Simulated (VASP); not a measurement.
## KTaO3: single point with LDA

The system is KTaO3.

```
Ta K O
1.0
     4.01471    0.00000    0.00000
     0.00000    4.01471    0.00000
     0.00000    0.00000    4.01471
Ta K O
1 1 3
Direct
  0.00000 0.00000 0.00000
  0.50000 0.50000 0.50000
  0.00000 0.00000 0.50000
  0.00000 0.50000 0.00000
  0.50000 0.00000 0.00000
```

| Quantity | Value |
| --- | --- |
| Program | VASP 6.6.1 |
| Task | single point |
| Functional | LDA |
| Potentials or basis | VASP PAW LDA potentials, release 64 (Ta_pv, K_sv, O) |
| Cutoff | 520 eV |
| k mesh | 7 × 7 × 7 |
| Occupations | fermi-dirac, width 0.05 eV |
| Spin | no spin polarisation |
| Dipole correction | no |
| Further INCAR settings | ALGO = Normal; EDIFF = 1e-06; NBANDS = 27 |

```json
{
 "Pressure": "-8.2 GPa",
 "Band gap on the k mesh": "2.04 eV (least direct gap 2.61 eV)"
}
```

Levels at points of the mesh, in eV from the valence-band top:
| k point | band 17 | band 18 | band 19 | band 20 | band 21 | band 22 |
| --- | --- | --- | --- | --- | --- | --- |
| (0.00, 0.00, 0.00) | -0.58 | -0.58 | -0.58 | 2.04 | 2.04 | 2.04 |

Run time: 66 s on 1 thread of AMD EPYC 7R13 (shared host), peak memory 0.14 GiB.

Caveat: the cell stands under tension; spin-orbit coupling is left out, which moves the levels of the heavy elements; an odd mesh through Γ misses points on the zone boundary, where band edges can lie.
